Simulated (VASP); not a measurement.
# Al (R-3m) in VASP: single point with PBE

Aim: the single point of Al with PBE.

All numbers are computed with VASP 6.6.1; they aren't measurements. Logs are shortened: lines on timing, memory, paths and dates and some standing lists are left out, and cuts for length are marked.

**1. The cell of the first run**

It takes space group R-3m (No. 166, trigonal). Conventional cell: a = 2.857 Å, b = 2.857 Å, c = 13.995 Å, α = 90.00°, β = 90.00°, γ = 120.00°. Within 3.6 Å of Al (site symmetry 3m) lie 12 Al at 2.74 to 2.97 Å.

**2. Single point, PBE**

Contents of INCAR:

```
PREC = Accurate
ENCUT = 500
EDIFF = 1E-6
ISMEAR = -1
SIGMA = 0.1
LREAL = F
LASPH = T
NELM = 120
ALGO = Normal
ISIF = 2
LWAVE = F
LCHARG = F
GGA = PE
NBANDS = 10
GGA_COMPAT = F
```

Contents of KPOINTS:

```
regular mesh
0
Gamma
  4 8 8
```

Contents of POSCAR:

```
Al
1.0
    0.0000000000      4.0400000000      4.0400000000
    2.0200000000     -2.0200000000      0.0000000000
    2.0200000000      0.0000000000     -2.0200000000
Al
2
Direct
   -0.2650053907     -0.5100035938     -0.5100035938
    0.2650053907     -0.4899964062     -0.4899964062
```

Potentials or basis: VASP PAW PBE potentials, release 64 (Al).

Command:

```sh
$ cat potpaw_PBE.64/Al/POTCAR > POTCAR
$ mpirun -np 1 vasp_std > vasp.out
```

OUTCAR:

```text
PREC = Accurate
   ENCUT = 500
   EDIFF = 1E-6
   ISMEAR = -1
   LREAL = F
   LASPH = T
   NELM = 120
   ISIF = 2
   GGA = PE

 ion  position               nearest neighbor table
   1  0.735  0.490  0.490-   2 2.74   2 2.74   2 2.74   2 2.97   2 2.97   2 2.97
   2  0.265  0.510  0.510-   1 2.74   1 2.74   1 2.74   1 2.97   1 2.97   1 2.97

  LATTYP: Found a trigonal (rhomboedric) cell.
 ALAT       =     4.9479692804
 COS(alpha) =     0.8333333333

  Lattice vectors:

 A1 = (   4.0400000000,   2.0200000000,   2.0200000000)
 A2 = (   2.0200000000,   4.0400000000,   2.0200000000)
 A3 = (   2.0200000000,   2.0200000000,   4.0400000000)

Analysis of symmetry for initial positions (statically):
=====================================================================
 Subroutine PRICEL returns:
 Original cell was already a primitive cell.

 Routine SETGRP: Setting up the symmetry group for a
 trigonal (rhombohedral) supercell.

 Subroutine GETGRP returns: Found 12 space group operations
 (whereof 12 operations were pure point group operations)
 out of a pool of 12 trial point group operations.

The static configuration has the point symmetry D_3d.

Analysis of symmetry for dynamics (positions and initial velocities):
=====================================================================
 Subroutine PRICEL returns:
 Original cell was already a primitive cell.

 Routine SETGRP: Setting up the symmetry group for a
 trigonal (rhombohedral) supercell.

 Subroutine GETGRP returns: Found 12 space group operations
 (whereof 12 operations were pure point group operations)
 out of a pool of 12 trial point group operations.

The dynamic configuration has the point symmetry D_3d.

 Subroutine INISYM returns: Found 12 space group operations
 (whereof 12 operations are pure point group operations),
 and found     1 'primitive' translations

----------------------------------------------------------------------------------------

                                     Primitive cell

  volume of cell :      32.9696

  direct lattice vectors                    reciprocal lattice vectors
     0.000000000  4.040000000  4.040000000     0.123762376  0.123762376  0.123762376
     2.020000000 -2.020000000  0.000000000     0.247524752 -0.247524752  0.247524752
     2.020000000  0.000000000 -2.020000000     0.247524752  0.247524752 -0.247524752

  length of vectors
[... 101 lines left out ...]
   EDIFF  = 0.1E-05   stopping-criterion for ELM
   LREAL  =      F    real-space projection
   EDIFFG = 0.1E-04   stopping-criterion for IOM
   NSW    =      0    number of steps for IOM
   IBRION =     -1    ionic relax: 0-MD 1-quasi-New 2-CG
   NFREE  =      0    steps in history (QN), initial steepest desc. (CG)
   ISIF   =      2    stress and relaxation
   ISYM   =      2    0-nonsym 1-usesym 2-fastsym
   POTIM  = 0.5000    time-step for ionic-motion
   TEBEG  =    0.0;   TEEND  =   0.0 temperature during run
   PSTRESS=    0.0 pullay stress
   NELECT =       6.0000    total number of electrons
   NUPDOWN=      -1.0000    fix difference up-down
   EMIN   =  10.00;   EMAX   =-10.00  energy-range for DOS
   EFERMI =   0.00;   METHOD = LEGACY
   ISMEAR =    -1;   SIGMA  =   0.10  broadening in eV -4-tet -1-fermi 0-gaus
   EFERMI_NEDOS =   21; number of points for ismear=-14 and -15
   IALGO  =     38    algorithm
   IMIX   =      4    mixing-type and parameters
     AMIX     =   0.40;   BMIX     =  1.00
     AMIX_MAG =   1.60;   BMIX_MAG =  1.00
  volume/ion in A,a.u.               =      16.48       111.25
  Fermi-wavevector in a.u.,A,eV,Ry     =   0.927728  1.753151 11.710246  0.860679
  Thomas-Fermi vector in A             =   2.053828
   LORBIT       =      0    0 simple, 1 ext, 2 COOP (PROOUT), +10 PAW based schemes
   GGA     = PE    functional components
   LHFCALC =     F    Hartree Fock is set to
   AEXX    =    0.0000 exact exchange contribution
   IVDW    =     0    specifies the selected vdW correction
   LEPSILON=     F    determine dielectric tensor
   LRPA    =     F    only Hartree local field effects (RPA)
 non-spin polarized calculation
  energy-cutoff  :      500.00
  volume of cell :       32.97
 maximum number of plane-waves:       854
 NGX is ok and might be reduce to    42
   NGX = 21   NGY = 11   NGZ = 11

 number of electron       6.0000000 magnetization

 Free energy of the ion-electron system (eV)
  ---------------------------------------------------
  ext. energy  EPLUGINS =         0.00000000
  ---------------------------------------------------
  free energy    TOTEN  =        -7.44618254 eV

  energy without entropy =       -7.41910949  energy(sigma->0) =       -7.43264601

 E-fermi :   7.9645     XC(G=0): -10.1927

 val. band max:        7.9262349513   @ k =   0.2500  -0.3750   0.2500
 cond. band min:       8.0335850753   @ k =   0.2500   0.5000   0.2500
 fundamental gap:      0.1073501240
 Fermi energy:         7.9645405621

 k-point     1 :       0.0000    0.0000    0.0000
  band No.  band energies     occupation
      1      -3.1671      2.00000
      2       3.4464      2.00000
      3       3.6238      2.00000
      4      19.2556      0.00000
      5      19.2556      0.00000
      6      19.3956      0.00000
      7      19.3956      0.00000
      8      20.6616      0.00000
      9      20.7735      0.00000
     10      20.7735      0.00000
[... 287 lines left out ...]
 k-point    24 :       0.5000    0.3750    0.1250
  band No.  band energies     occupation
      1      -0.3674      2.00000
      2       4.0688      2.00000
      3       7.6614      1.90795
      4       9.1377      0.00002
      5      11.7767      0.00000
      6      12.7033      0.00000
      7      13.4096      0.00000
      8      16.8084      0.00000
      9      19.9752      0.00000
     10      21.2565      0.00000

 [... further k-points ...]
[... 5 lines left out ...]
  --------------------------------------------------------------------------------------
  -------------------------------------------------------------------------------------
  Total        0.1957754      0.1957754      0.1957754      0.0121075      0.0121075      0.0121075
  in kB        9.5138145      9.5138145      9.5138145      0.5883698      0.5883698      0.5883698
  external PRESSURE =       9.5138145 kB  Pullay stress =       0.0000000 kB

 VOLUME and BASIS-vectors are now :
 -----------------------------------------------------------------------------
  energy-cutoff  :      500.00
  volume of cell :       32.97
      direct lattice vectors                 reciprocal lattice vectors
     0.000000000  4.040000000  4.040000000     0.123762376  0.123762376  0.123762376
     2.020000000 -2.020000000  0.000000000     0.247524752 -0.247524752  0.247524752
     2.020000000  0.000000000 -2.020000000     0.247524752  0.247524752 -0.247524752

 POSITION                                       TOTAL-FORCE (eV/Angst)
 -----------------------------------------------------------------------------------
      1.97959      1.97959      1.97959         0.399317      0.399317      0.399317
      2.06041      0.04041      0.04041        -0.399317     -0.399317     -0.399317
 -----------------------------------------------------------------------------------
    total drift:                               -0.000000      0.000000      0.000000

  FREE ENERGIE OF THE ION-ELECTRON SYSTEM (eV)
  ---------------------------------------------------
  free  energy   TOTEN  =        -7.4461825360 eV

  energy  without entropy=       -7.4191094883  energy(sigma->0) =       -7.43264601
```

stdout:

```text
POSCAR found type information on POSCAR Al
 POSCAR found :  1 types and       2 ions
 scaLAPACK will be used
 LDA part: xc-table for (Slater+PW92), standard interpolation
 -----------------------------------------------------------------------------
|                                                                             |
|           W    W    AA    RRRRR   N    N  II  N    N   GGGG   !!!           |
|           W    W   A  A   R    R  NN   N  II  NN   N  G    G  !!!           |
|           W    W  A    A  R    R  N N  N  II  N N  N  G       !!!           |
|           W WW W  AAAAAA  RRRRR   N  N N  II  N  N N  G  GGG   !            |
|           WW  WW  A    A  R   R   N   NN  II  N   NN  G    G                |
|           W    W  A    A  R    R  N    N  II  N    N   GGGG   !!!           |
|                                                                             |
|     Your reciprocal lattice and k-lattice belong to different lattice       |
|     classes:                                                                |
|                                                                             |
|        The reciprocal lattice is rhombohedral (trigonal),                   |
|        whereas your k-lattice is body-centered cubic.                       |
|                                                                             |
|     Results are often still useful ...                                      |
|                                                                             |
 -----------------------------------------------------------------------------

 POSCAR, INCAR and KPOINTS ok, starting setup
 FFT: planning ... GRIDC
 FFT: planning ... GRID_SOFT
 FFT: planning ... GRID
 WAVECAR not read
 entering main loop
```

Run time: 8.4 s. Hardware: 1 thread of Intel Xeon Platinum 8375C at 2.90GHz (Ice Lake), shared host; peak memory 0.15 GiB.

Results:

```
Free energy            : -7.4462 eV
Pressure               : 1.0 GPa
Largest force          : 0.692 eV/Å
Band gap on the k mesh : zero (band 3 reaches 11.80 eV, above the bottom of band 4 at 6.45 eV)
```

Forces on the atoms (eV/Å):
```
Al   0.399  0.399  0.399
Al  -0.399 -0.399 -0.399
```

Stress tensor (GPa, compression positive):
```
0.95 0.06 0.06
0.06 0.95 0.06
0.06 0.06 0.95
```
